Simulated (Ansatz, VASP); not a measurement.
**Two plane-wave programs on TaGe3Ru**

The input INCAR:

```
SYSTEM = TaGe3Ru
  PREC = Accurate
  ENCUT = 600
  EDIFF = 1E-6
  ISMEAR = 0
  SIGMA = 0.1
  LREAL = .False.
  LASPH = .True.
  NELM = 80
  ALGO = Normal
  ISIF = 3
  LWAVE = .False.
  LCHARG = .False.
  GGA = PE
  IBRION = 2
  NSW = 90
  EDIFFG = -0.04
```

The input KPOINTS:

```
Automatic mesh
0
Gamma
  4 4 4
  0 0 0
```

The input POSCAR:

```
TaGe3Ru
1.0
    4.0183921400      0.0000000000      0.0000000000
    0.0000000000      4.0183921400      0.0000000000
    0.0000000000      0.0000000000      5.3983443100
Ta Ge Ru
1 3 1
Direct
    0.5000000000      0.5000000000      0.7014480800
    0.5000000000      0.0000000000      0.1957089200
    0.0000000000      0.5000000000      0.1957089200
    0.0000000000      0.0000000000      0.5493742200
    0.0000000000      0.0000000000      0.9659598500
```

Input for Ansatz:

```yaml
crystal:
  lattice:
    - [4.01839214, 0.0, 0.0]
    - [0.0, 4.01839214, 0.0]
    - [0.0, 0.0, 5.39834431]
  atoms:
    - { symbol: Ta, position: [0.5, 0.5, 0.70144808] }
    - { symbol: Ge, position: [0.5, 0.0, 0.19570892] }
    - { symbol: Ge, position: [0.0, 0.5, 0.19570892] }
    - { symbol: Ge, position: [0.0, 0.0, 0.54937422] }
    - { symbol: Ru, position: [0.0, 0.0, 0.96595985] }
basis:
  ecutwfc: 420
kpoints:
  mp_grid: { grid: [4, 4, 4] }
hamiltonian:
  xc: pbe
scf:
  occupations: { method: gaussian, width: 0.1 }
  lower_state_search: "off"
output:
  forces: true
  stress: true
  eigenvalues: true
relax:
  adjacent_minimum: "off"
  f_tol: 0.04
  max_steps: 70
  cell: { stress_tol: 0.4 }
```

Change from the starting cell: species swapped into the SmSiPt3 type (P4mm, No. 99).

Alike in both runs: task relaxation of cell and atoms; functional PBE; k mesh 4 × 4 × 4; occupations gaussian, width 0.1 eV; no spin polarisation.

|  | VASP | Ansatz |
| --- | --- | --- |
| version | VASP 6.6.1 | Ansatz 0.2.0 |
| potentials or method | VASP PAW PBE potentials, release 64 (Ta_pv, Ge_d, Ru_pv), cutoff 600 eV | scalar-relativistic, plane waves, PAW |
| valence electrons in the cell | 67 | 71 |

|  | VASP | Ansatz | Ansatz less VASP |
| --- | --- | --- | --- |
| gap on the k mesh at the Fermi level, each at its own relaxed structure (eV) | none | none | - |
| relaxed volume (Å³/atom) | 18.67 | 18.65 | -0.023 |
| relaxed cell length with the largest relative difference (Å) | 6.759 | 6.779 | +0.0201 |

A gap of «none» marks a metal or a gap that the smearing closes. VASP's potentials hold 67 valence electrons a cell and Ansatz's 71, so a difference there can come from the potentials and not from the codes.

The k mesh is coarse, so the values compare programs but aren't converged. Spin-orbit coupling is off throughout.
